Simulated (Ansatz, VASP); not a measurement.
One calculation of Sr2FeCl, two programs

```xyz
4
Lattice="2.0022 3.4680 0.0000 -2.0022 3.4680 0.0000 0.0000 -2.3120 8.2270" Properties=species:S:1:pos:R:3 pbc="T T T"
Fe    0.0000    2.3120    4.1135
Cl    0.0000    0.0000    0.0000
Sr    0.0000    0.0000    6.0248
Sr    0.0000    4.6240    2.2022
```

Alike in both runs: functional PBE; k mesh 5 × 5 × 5; no spin polarisation.

Ansatz relaxed the structure, and its values are those at the end. VASP's run is a single point on that final structure, the one shown.

|  | VASP | Ansatz |
| --- | --- | --- |
| version | VASP 6.6.1 | Ansatz 0.2.0 |
| potentials or method | VASP PAW PBE potentials, release 64 (Fe, Cl, Sr_sv), cutoff 520 eV | PAW plane waves |
| occupations | fermi-dirac, width 0.1 eV | fermi-dirac |
| valence electrons in the cell | 35 | 43 |

```csv
,VASP,Ansatz,Ansatz less VASP
gap on the k mesh at the Fermi level (eV),none,none,-
pressure (GPa),0.1,0.0,-0.14
rms of the force components (eV/Å),0.003,0.002,-0.0011
```

A gap of «none» marks a metal or a gap that the smearing closes. VASP's potentials hold 35 valence electrons a cell and Ansatz's 43, so a difference there can come from the potentials and not from the codes. Ansatz's warnings: structure snapped to symmetry.

The k mesh is coarse, so the values compare programs but aren't converged.
